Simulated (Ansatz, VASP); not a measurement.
## One calculation of TiSi2, two programs

```
Ti Si
1.0
     1.77422   -6.77900    0.00000
     1.77422    6.77900    0.00000
     0.00000    0.00000    3.57859
Ti Si
2 4
Direct
  0.89688 0.10312 0.75000
  0.10312 0.89688 0.25000
  0.55923 0.44077 0.75000
  0.44077 0.55923 0.25000
  0.24977 0.75023 0.75000
  0.75023 0.24977 0.25000
```

Alike in both runs: functional PBE; k mesh 12 × 12 × 10; occupations gaussian, width 0.1 eV; no spin polarisation.

Ansatz relaxed the structure, and its values are those at the end. VASP's run is a single point on that final structure, the one shown.

|  | VASP | Ansatz |
| --- | --- | --- |
| version | VASP 6.6.1 | Ansatz 0.2.0 |
| potentials or method | VASP PAW PBE potentials, release 64 (Ti_sv, Si), cutoff 500 eV | scalar-relativistic, plane waves, PAW |
| valence electrons in the cell | 40 | 40 |

|  | VASP | Ansatz | Ansatz less VASP |
| --- | --- | --- | --- |
| gap on the k mesh at the Fermi level (eV) | none | none | - |
| pressure (GPa) | 0.0 | 0.0 | +0.02 |
| rms of the force components (eV/Å) | 0.004 | 0.000 | -0.0034 |

A gap of «none» marks a metal or a gap that the smearing closes.
